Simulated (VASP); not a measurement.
# SnSe (Pnma) in VASP: single point with r2SCAN

Aim: the single point of SnSe with r2SCAN.

All numbers are computed with VASP 6.6.1; they aren't measurements. Logs are shortened: lines on timing, memory, paths and dates and some standing lists are left out, and cuts for length are marked.

### Step 1. The cell of the first run

Symmetry: Pnma, No. 62, orthorhombic system. The conventional cell has a = 11.514 Å, b = 4.068 Å, c = 4.636 Å, α = 90.00°, β = 90.00°, γ = 90.00°. Sn (site symmetry m) has 6 Se at 2.76 to 3.48 Å and 2 Sn at 3.56 Å within 3.6 Å. Within 3.6 Å of Se (site symmetry m) lie 6 Sn at 2.76 to 3.48 Å.

### Step 2. Single point, r2SCAN

Contents of POSCAR:

```
SnSe
1.0
   11.5144338900      0.0000000000      0.0000000000
    0.0000000000      4.0682543600      0.0000000000
    0.0000000000      0.0000000000      4.6362848600
Sn Se
4 4
Direct
    0.1172765332      0.2500000000      0.1212958399
    0.3827234668      0.7500000000      0.6212958399
    0.6172765332      0.2500000000      0.3787041601
    0.8827234668      0.7500000000      0.8787041601
    0.3532386812      0.2500000000      0.0156134432
    0.1467613188      0.7500000000      0.5156134432
    0.8532386812      0.2500000000      0.4843865568
    0.6467613188      0.7500000000      0.9843865568
```

Contents of INCAR.step1:

```
SYSTEM = SnSe
PREC     = Accurate       ! precision mode
ENCUT    = 550            ! plane-wave cutoff, eV
ISMEAR   = -1             ! smearing method
SIGMA    = 0.02           ! smearing width, eV
LREAL    = .False.        ! projectors in reciprocal space
LASPH    = .True.         ! aspherical terms in the spheres
NELM     = 120            ! most SCF steps
NBANDS   = 50             ! bands
GGA      = PE             ! functional
ALGO     = Normal         ! electronic algorithm
EDIFF    = 1E-5           ! SCF threshold, eV
LWAVE    = .True.         ! write WAVECAR
LCHARG   = .False.        ! write CHGCAR
GGA_COMPAT= .False.
```

Contents of INCAR.step2:

```
SYSTEM = SnSe
PREC     = Accurate       ! precision mode
ENCUT    = 550            ! plane-wave cutoff, eV
EDIFF    = 1E-6           ! SCF threshold, eV
ISMEAR   = -1             ! smearing method
SIGMA    = 0.02           ! smearing width, eV
LREAL    = .False.        ! projectors in reciprocal space
LASPH    = .True.         ! aspherical terms in the spheres
NELM     = 120            ! most SCF steps
ALGO     = Normal         ! electronic algorithm
ISIF     = 2              ! what is computed and relaxed
LWAVE    = .False.        ! write WAVECAR
LCHARG   = .False.        ! write CHGCAR
METAGGA  = R2SCAN         ! meta-GGA
LMIXTAU  = .True.       
NBANDS   = 50             ! bands
ISTART   = 1            
GGA_COMPAT= .False.
```

Contents of KPOINTS:

```
Automatic mesh
0
Gamma
  4 8 6
  0 0 0
```

Potentials or basis: VASP PAW PBE potentials, release 64 (Sn_d, Se).

Command:

```bash
$ cat potpaw_PBE.64/Sn_d/POTCAR potpaw_PBE.64/Se/POTCAR > POTCAR
$ cp INCAR.step1 INCAR
$ mpirun -np 1 vasp_std > vasp.out
$ cp INCAR.step2 INCAR
$ mpirun -np 1 vasp_std > vasp.out
```

OUTCAR:

```text
SYSTEM = SnSe
   PREC = Accurate
   ENCUT = 550
   EDIFF = 1E-6
   ISMEAR = -1
   LREAL = .False.
   LASPH = .True.
   NELM = 120
   ISIF = 2
   METAGGA = R2SCAN
   ISTART = 1

 ion  position               nearest neighbor table
   1  0.117  0.250  0.121-   6 2.76   6 2.76   5 2.76   4 3.56   4 3.56
   2  0.383  0.750  0.621-   5 2.76   5 2.76   6 2.76   3 3.56   3 3.56
   3  0.617  0.250  0.379-   8 2.76   8 2.76   7 2.76   2 3.56   2 3.56
   4  0.883  0.750  0.879-   7 2.76   7 2.76   8 2.76   1 3.56   1 3.56
   5  0.353  0.250  0.016-   2 2.76   2 2.76   1 2.76
   6  0.147  0.750  0.516-   1 2.76   1 2.76   2 2.76
   7  0.853  0.250  0.484-   4 2.76   4 2.76   3 2.76
   8  0.647  0.750  0.984-   3 2.76   3 2.76   4 2.76

  LATTYP: Found a simple orthorhombic cell.
 ALAT       =     4.0682543600
 B/A-ratio  =     1.1396251192
 C/A-ratio  =     2.8303131690

  Lattice vectors:

 A1 = (   0.0000000000,   4.0682543600,   0.0000000000)
 A2 = (   0.0000000000,   0.0000000000,   4.6362848600)
 A3 = (  11.5144338900,   0.0000000000,   0.0000000000)

Analysis of symmetry for initial positions (statically):
=====================================================================
 Subroutine PRICEL returns:
 Original cell was already a primitive cell.

 Routine SETGRP: Setting up the symmetry group for a
 simple orthorhombic supercell.

 Subroutine GETGRP returns: Found  8 space group operations
 (whereof  2 operations were pure point group operations)
 out of a pool of  8 trial point group operations.

The static configuration has the point symmetry S_2 .
 The point group associated with its full space group is D_2h.

Analysis of symmetry for dynamics (positions and initial velocities):
=====================================================================
 Subroutine PRICEL returns:
 Original cell was already a primitive cell.

 Routine SETGRP: Setting up the symmetry group for a
 simple orthorhombic supercell.

 Subroutine GETGRP returns: Found  8 space group operations
 (whereof  2 operations were pure point group operations)
 out of a pool of  8 trial point group operations.

The dynamic configuration has the point symmetry S_2 .
 The point group associated with its full space group is D_2h.

 Subroutine INISYM returns: Found  8 space group operations
 (whereof  2 operations are pure point group operations),
 and found     1 'primitive' translations
[... 109 lines left out ...]
   EDIFFG = 0.1E-04   stopping-criterion for IOM
   NSW    =      0    number of steps for IOM
   IBRION =     -1    ionic relax: 0-MD 1-quasi-New 2-CG
   NFREE  =      0    steps in history (QN), initial steepest desc. (CG)
   ISIF   =      2    stress and relaxation
   ISYM   =      2    0-nonsym 1-usesym 2-fastsym
   POTIM  = 0.5000    time-step for ionic-motion
   TEBEG  =    0.0;   TEEND  =   0.0 temperature during run
   PSTRESS=    0.0 pullay stress
   NELECT =      80.0000    total number of electrons
   NUPDOWN=      -1.0000    fix difference up-down
   EMIN   =  10.00;   EMAX   =-10.00  energy-range for DOS
   EFERMI =   0.00;   METHOD = LEGACY
   ISMEAR =    -1;   SIGMA  =   0.02  broadening in eV -4-tet -1-fermi 0-gaus
   EFERMI_NEDOS =   21; number of points for ismear=-14 and -15
   IALGO  =     38    algorithm
   IMIX   =      4    mixing-type and parameters
     AMIX     =   0.40;   BMIX     =  1.00
     AMIX_MAG =   1.60;   BMIX_MAG =  1.00
  volume/ion in A,a.u.               =      27.15       183.20
  Fermi-wavevector in a.u.,A,eV,Ry     =   1.173540  2.217669 18.737891  1.377196
  Thomas-Fermi vector in A             =   2.309951
   LORBIT       =      0    0 simple, 1 ext, 2 COOP (PROOUT), +10 PAW based schemes
   METAGGA = R2SCAN    functional components
   LHFCALC =     F    Hartree Fock is set to
   AEXX    =    0.0000 exact exchange contribution
   IVDW    =     0    specifies the selected vdW correction
   LEPSILON=     F    determine dielectric tensor
   LRPA    =     F    only Hartree local field effects (RPA)
 non-spin polarized calculation
  energy-cutoff  :      550.00
  volume of cell :      217.18
 maximum number of plane-waves:      6404
 NGX is ok and might be reduce to    90
   NGX = 45   NGY = 15   NGZ = 17

 number of electron      80.0000023 magnetization

 Free energy of the ion-electron system (eV)
  ---------------------------------------------------
  ext. energy  EPLUGINS =         0.00000000
  ---------------------------------------------------
  free energy    TOTEN  =      -159.81676603 eV

  energy without entropy =     -159.81676603  energy(sigma->0) =     -159.81676603

 E-fermi :   5.5128     XC(G=0): -10.1594

 val. band max:        5.1119680443   @ k =   0.0000   0.0000   0.3333
 cond. band min:       6.0336884663   @ k =   0.0000   0.3750   0.0000
 fundamental gap:      0.9217204220
 Fermi energy:         5.5127643896

 k-point     1 :       0.0000    0.0000    0.0000
  band No.  band energies     occupation
      1     -16.8903      2.00000
      2     -16.8729      2.00000
      3     -16.8701      2.00000
      4     -16.8606      2.00000
      5     -16.8594      2.00000
      6     -16.8569      2.00000
[... 1261 lines left out ...]
     49       9.7033      0.00000
     50       9.7033      0.00000

 [... further k-points ...]

------------------------ aborting loop because EDIFF is reached ----------------------------------------

  FORCE on cell =-STRESS in cart. coord.  units (eV):
  Direction    XX          YY          ZZ          XY          YZ          ZX
  --------------------------------------------------------------------------------------
  -------------------------------------------------------------------------------------
  Total        1.4293561      2.1717561      1.4323600      0.0000000     -0.0000000      0.0000000
  in kB       10.5446024     16.0214138     10.5667633      0.0000000     -0.0000000      0.0000000
  external PRESSURE =      12.3775931 kB  Pullay stress =       0.0000000 kB

 VOLUME and BASIS-vectors are now :
 -----------------------------------------------------------------------------
  energy-cutoff  :      550.00
  volume of cell :      217.18
      direct lattice vectors                 reciprocal lattice vectors
    11.514433890  0.000000000  0.000000000     0.086847518  0.000000000  0.000000000
     0.000000000  4.068254360  0.000000000     0.000000000  0.245805673  0.000000000
     0.000000000  0.000000000  4.636284860     0.000000000  0.000000000  0.215689939

 POSITION                                       TOTAL-FORCE (eV/Angst)
 -----------------------------------------------------------------------------------
      1.35037      1.01706      0.56236        -0.014930      0.000000     -0.013781
      4.40684      3.05119      2.88050         0.014930     -0.000000     -0.013781
      7.10759      1.01706      1.75578        -0.014930     -0.000000      0.013781
     10.16406      3.05119      4.07392         0.014930     -0.000000      0.013781
      4.06734      1.01706      0.07239         0.007121     -0.000000      0.012598
      1.68987      3.05119      2.39053        -0.007121      0.000000      0.012598
      9.82456      1.01706      2.24575         0.007121     -0.000000     -0.012598
      7.44709      3.05119      4.56390        -0.007121     -0.000000     -0.012598
 -----------------------------------------------------------------------------------
    total drift:                               -0.000000      0.000000      0.000000

  FREE ENERGIE OF THE ION-ELECTRON SYSTEM (eV)
  ---------------------------------------------------
  free  energy   TOTEN  =      -159.8167660342 eV

  energy  without entropy=     -159.8167660342  energy(sigma->0) =     -159.81676603
```

OSZICAR.step1:

```text
N       E                     dE             d eps       ncg     rms          rms(c)
DAV:   1     0.893083834230E+03    0.89308E+03   -0.37701E+04  6422   0.212E+03
DAV:   2     0.124790793788E+03   -0.76829E+03   -0.74370E+03  6000   0.610E+02
DAV:   3    -0.224770085840E+02   -0.14727E+03   -0.14005E+03  7126   0.207E+02
DAV:   4    -0.331427283289E+02   -0.10666E+02   -0.10474E+02  7006   0.558E+01
DAV:   5    -0.335083148739E+02   -0.36559E+00   -0.36395E+00  7120   0.110E+01    0.660E+00
DAV:   6    -0.328058763866E+02    0.70244E+00   -0.12001E+00  8288   0.564E+00    0.412E+00
DAV:   7    -0.327997336820E+02    0.61427E-02   -0.57664E-01  7728   0.265E+00    0.153E+00
DAV:   8    -0.327964656739E+02    0.32680E-02   -0.55715E-02  7796   0.154E+00    0.353E-01
DAV:   9    -0.327969116642E+02   -0.44599E-03   -0.78510E-03  7380   0.586E-01    0.111E-01
DAV:  10    -0.327970373118E+02   -0.12565E-03   -0.89033E-04  7486   0.146E-01    0.576E-02
DAV:  11    -0.327971075820E+02   -0.70270E-04   -0.24558E-04  7646   0.898E-02    0.219E-02
DAV:  12    -0.327970924832E+02    0.15099E-04   -0.37876E-05  5768   0.357E-02    0.780E-03
DAV:  13    -0.327970934154E+02   -0.93221E-06   -0.89263E-06  3452   0.135E-02
   1 F= -.32797093E+02 E0= -.32797093E+02  d E =-.804364E-09
```

It took 15 min on 1 thread of Intel Xeon 6975P-C (Granite Rapids), shared host; peak memory 0.71 GiB.

What came out:

| Property | Result |
| --- | --- |
| Free energy | -159.8168 eV |
| Pressure | 1.2 GPa |
| Largest force | 0.020 eV/Å |
| Band gap on the k mesh | 0.92 eV (least direct gap 1.35 eV) |

Forces on the atoms (eV/Å):
```
Sn  -0.015  0.000 -0.014
Sn   0.015  0.000 -0.014
Sn  -0.015  0.000  0.014
Sn   0.015  0.000  0.014
Se   0.007  0.000  0.013
Se  -0.007  0.000  0.013
Se   0.007  0.000 -0.013
Se  -0.007  0.000 -0.013
```

Stress tensor (GPa, compression positive):
```
1.05 0.00 0.00
0.00 1.60 0.00
0.00 0.00 1.06
```

Levels at points of the mesh, in eV from the valence-band top:
```
           k point  band 37  band 38  band 39  band 40  band 41  band 42  band 43  band 44
(0.00, 0.00, 0.00)    -1.60    -1.00    -0.90    -0.33     1.04     2.99     3.05     3.21
(0.50, 0.00, 0.00)    -1.84    -1.84    -0.56    -0.56     2.72     2.72     2.84     2.84
(0.00, 0.50, 0.00)    -1.19    -1.19    -1.06    -1.06     1.32     1.32     1.49     1.49
(0.50, 0.50, 0.00)    -1.31    -1.31    -1.31    -1.31     1.66     1.66     1.66     1.66
(0.00, 0.00, 0.50)    -0.88    -0.88    -0.06    -0.06     1.62     1.62     2.14     2.14
(0.50, 0.00, 0.50)    -0.60    -0.60    -0.07    -0.07     1.61     1.61     2.18     2.18
(0.00, 0.50, 0.50)    -2.31    -2.31    -1.38    -1.38     2.88     2.88     3.17     3.17
(0.50, 0.50, 0.50)    -1.54    -1.54    -1.54    -1.54     2.72     2.72     2.72     2.72
```

Caveat: the PAW data sets were made with another functional, which shifts forces and pressure a little; spin-orbit coupling is left out, which moves the levels of the heavy elements.
